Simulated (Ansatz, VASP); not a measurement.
## AgCl in VASP and in Ansatz

File INCAR:

```
SYSTEM = AgCl
ALGO = Normal
EDIFF = 1E-6
ENCUT = 500
GGA = PE
GGA_COMPAT = .False.
ISIF = 2
ISMEAR = 0
LASPH = .True.
LCHARG = .False.
LREAL = .False.
LWAVE = .False.
NBANDS = 16
NELM = 120
PREC = Accurate
SIGMA = 0.01
```

Contents of KPOINTS:

```
k-points
0
Gamma
  6 6 6
  0 0 0
```

The input POSCAR:

```
AgCl
1.0
    0.0000000000      2.7731725651      2.7731725651
    2.7731725651      0.0000000000      2.7731725651
    2.7731725651      2.7731725651      0.0000000000
Ag Cl
1 1
Direct
    0.0000000000      0.0000000000      0.0000000000
    0.5000000000      0.5000000000      0.5000000000
```

Input for Ansatz:

```yaml
crystal:
  lattice:
    - [0.0, 2.7731725651, 2.7731725651]
    - [2.7731725651, 0.0, 2.7731725651]
    - [2.7731725651, 2.7731725651, 0.0]
  atoms:
    - { symbol: Ag, position: [0.0, 0.0, 0.0] }
    - { symbol: Cl, position: [0.5, 0.5, 0.5] }
kpoints:
  mp_grid: { grid: [6, 6, 6] }
hamiltonian:
  xc: pbe
scf:
  occupations: { method: fixed }
  n_extra_bands: 4
  mixing: { beta: 1.0 }
  max_iter: 59
output:
  forces: true
  stress: true
  eigenvalues: true
```

Alike in both runs: task single point; functional PBE; k mesh 6 × 6 × 6; no spin polarisation.

|  | VASP | Ansatz |
| --- | --- | --- |
| version | VASP 6.6.1 | Ansatz 0.2.0 |
| potentials or method | VASP PAW PBE potentials, release 64 (Ag, Cl) | plane waves |
| plane-wave cutoff (eV) | 500 | 420 |
| occupations | gaussian, width 0.01 eV | fixed |
| valence electrons in the cell | 18 | 26 |

|  | VASP | Ansatz | Ansatz less VASP |
| --- | --- | --- | --- |
| gap on the k mesh at the Fermi level (eV) | 0.91 | 0.91 | +0.003 |
| pressure (GPa) | 1.5 | 1.6 | +0.14 |

VASP's potentials hold 18 valence electrons a cell and Ansatz's 26, so a difference there can come from the potentials and not from the codes.
